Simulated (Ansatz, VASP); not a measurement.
## LiF in VASP and in Ansatz

The input INCAR:

```
PREC = Accurate
ENCUT = 520
EDIFF = 1E-6
ISMEAR = -1
SIGMA = 0.02
LREAL = F
LASPH = T
NELM = 100
ALGO = Normal
ISIF = 2
LWAVE = F
LCHARG = F
GGA = PE
NBANDS = 12
```

KPOINTS

```
regular mesh
0
Gamma
  10 10 10
```

The input POSCAR:

```
LiF
1.0
    0.0000000000      2.1446105472      2.1446105472
    2.2303949691      0.0000000000      2.1446105472
    2.2303949691      2.1446105472      0.0000000000
Li F
1 1
Direct
    0.0000000000      0.0000000000      0.0000000000
    0.2500000000      0.2500000000      0.2500000000
```

Input for Ansatz:

```yaml
crystal:
  lattice:
    - [0.0, 2.1446105472, 2.1446105472]
    - [2.2303949691, 0.0, 2.1446105472]
    - [2.2303949691, 2.1446105472, 0.0]
  atoms:
    - { symbol: Li, position: [0.0, 0.0, 0.0] }
    - { symbol: F, position: [0.25, 0.25, 0.25] }
kpoints:
  mp_grid: { grid: [10, 10, 10] }
  band_path:
    path:
      - [0.0, 0.0, 0.0]
      - [-0.5, -0.5, 0.0]
      - [-0.375, -0.375, 0.25]
      - [-0.375, 0.0, 0.375]
      - [0.0, 0.0, 0.5]
      - [-0.5, -0.25, 0.25]
    npoints: 1
hamiltonian:
  xc: pbe
scf:
  occupations: { method: fermi_dirac, width: 0.02 }
  n_extra_bands: 4
output:
  forces: true
  stress: true
  eigenvalues: true
```

Change from the starting cell: uniaxial_x strain +4.0%.

Alike in both runs: task single point; functional PBE; k mesh 10 × 10 × 10; occupations fermi-dirac, width 0.02 eV; no spin polarisation.

|  | VASP | Ansatz |
| --- | --- | --- |
| version | VASP 6.6.1 | Ansatz 0.2.0 |
| potentials or method | VASP PAW PBE potentials, release 64 (Li_sv, F) | plane waves, PAW |
| plane-wave cutoff (eV) | 520 | 420 |
| valence electrons in the cell | 10 | 10 |

|  | VASP | Ansatz | Ansatz less VASP |
| --- | --- | --- | --- |
| gap on the k mesh at the Fermi level (eV) | 7.68 | 7.69 | +0.011 |

With one functional, cell and mesh, what is left measures potentials, basis and numerics.

Noted on VASP's run: the cutoff is short for stress, so the pressure is rough.
